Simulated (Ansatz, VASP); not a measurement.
# One calculation of MgH2, two programs

The input POSCAR:

```
MgH2
1.0
    0.0000000000      2.3649613280      2.3649613280
    2.3649613280      0.0000000000      2.3649613280
    2.3649613280      2.3649613280      0.0000000000
Mg H
1 2
Direct
    0.0000000000      0.0000000000      0.0000000000
    0.2500000000      0.2500000000      0.2500000000
    0.7500000000      0.7500000000      0.7500000000
```

File INCAR.step1:

```
SYSTEM = MgH2
PREC = Accurate ; ENCUT = 520
EDIFF = 1E-5 ; ISMEAR = -1
SIGMA = 0.02 ; LREAL = .False.
LASPH = .True. ; NELM = 120
ALGO = Normal ; ISIF = 2
LWAVE = .True. ; LCHARG = .False.
GGA = PE ; NBANDS = 9
GGA_COMPAT = .False.
```

Contents of INCAR.step2:

```
SYSTEM = MgH2
PREC = Accurate ; ENCUT = 520
EDIFF = 1E-6 ; ISMEAR = -1
SIGMA = 0.02 ; LREAL = .False.
LASPH = .True. ; NELM = 120
ALGO = Normal ; ISIF = 2
LWAVE = .False. ; LCHARG = .False.
GGA = PE ; LHFCALC = .True.
AEXX = 0.75 ; PRECFOCK = Normal
ISTART = 1 ; NBANDS = 9
GGA_COMPAT = .False.
```

The input KPOINTS:

```
Automatic mesh
0
Gamma
  4 4 4
  0 0 0
```

Input for Ansatz:

```yaml
crystal:
  lattice:
    - [0.0, 2.364961328, 2.364961328]
    - [2.364961328, 0.0, 2.364961328]
    - [2.364961328, 2.364961328, 0.0]
  atoms:
    - { symbol: Mg, position: [0.0, 0.0, 0.0] }
    - { symbol: H, position: [0.25, 0.25, 0.25] }
    - { symbol: H, position: [0.75, 0.75, 0.75] }
kpoints:
  mp_grid: { grid: [4, 4, 4] }
hamiltonian:
  xc: { exchange: pbe, correlation: pbe, exx: { coeff: 0.75 } }
scf:
  occupations: { method: fermi_dirac, width: 0.02 }
  n_extra_bands: 4
output:
  forces: true
  stress: true
  eigenvalues: true
```

Alike in both runs: task single point; functional PBE-based global hybrid; k mesh 4 × 4 × 4; occupations fermi-dirac, width 0.02 eV; no spin polarisation.

|  | VASP | Ansatz |
| --- | --- | --- |
| version | VASP 6.6.1 | Ansatz 0.2.0 |
| potentials or method | VASP PAW PBE potentials, release 64 (Mg, H) | plane waves |
| plane-wave cutoff (eV) | 520 | 420 |
| valence electrons in the cell | 4 | 12 |

Ansatz gave:

```
pressure (GPa) : -1.4
```

What did VASP give for the same quantities?

Pressure (GPa): -2.5.

VASP's potentials were made for PBE, not for PBE-based global hybrid. With one functional, cell and mesh, what is left measures potentials, basis and numerics. VASP's potentials hold 4 valence electrons a cell and Ansatz's 12, so a difference there can come from the potentials and not from the codes. Ansatz's warnings: stress exchange threshold loose, stress scf threshold loose.

The k mesh is coarse, so the values compare programs but aren't converged.
